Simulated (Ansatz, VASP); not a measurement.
One calculation of BeZn2Te3, two programs

```
Be Zn Te
1.0
     4.59629    0.00000    0.00000
     0.00000    4.59629    0.00000
     0.00000    0.00000    8.06182
Be Zn Te
1 2 3
Direct
  0.00000 0.00000 0.73064
  0.50000 0.50000 0.67005
  0.00000 0.00000 0.45361
  0.50000 0.00000 0.89227
  0.00000 0.50000 0.89227
  0.50000 0.50000 0.36116
```

Change from the starting cell: species swapped into the Zr2As3S type (P4mm, No. 99).

Alike in both runs: functional PBE; k mesh 4 × 4 × 2; occupations gaussian, width 0.1 eV; no spin polarisation.

Ansatz relaxed the structure, and its values are those at the end. VASP's run is a single point on that final structure, the one shown.

|  | VASP | Ansatz |
| --- | --- | --- |
| version | VASP 6.6.1 | Ansatz 0.2.0 |
| potentials or method | VASP PAW PBE potentials, release 64 (Be, Zn, Te), cutoff 520 eV | scalar-relativistic, plane waves, PAW |
| valence electrons in the cell | 44 | 74 |

Ansatz gave:

| Item | Value |
| --- | --- |
| gap on the k mesh at the Fermi level (eV) | none |
| pressure (GPa) | 0.0 |
| rms of the force components (eV/Å) | 0.007 |

Question: Which values does VASP return?

Answer: gap on the k mesh at the Fermi level (eV): none; pressure (GPa): 0.1; rms of the force components (eV/Å): 0.008.

A gap of «none» marks a metal or a gap that the smearing closes. With one functional, cell and mesh, what is left measures potentials, basis and numerics. VASP's potentials hold 44 valence electrons a cell and Ansatz's 74, so a difference there can come from the potentials and not from the codes.

The k mesh is coarse, so the values compare programs but aren't converged. Spin-orbit coupling is off throughout.
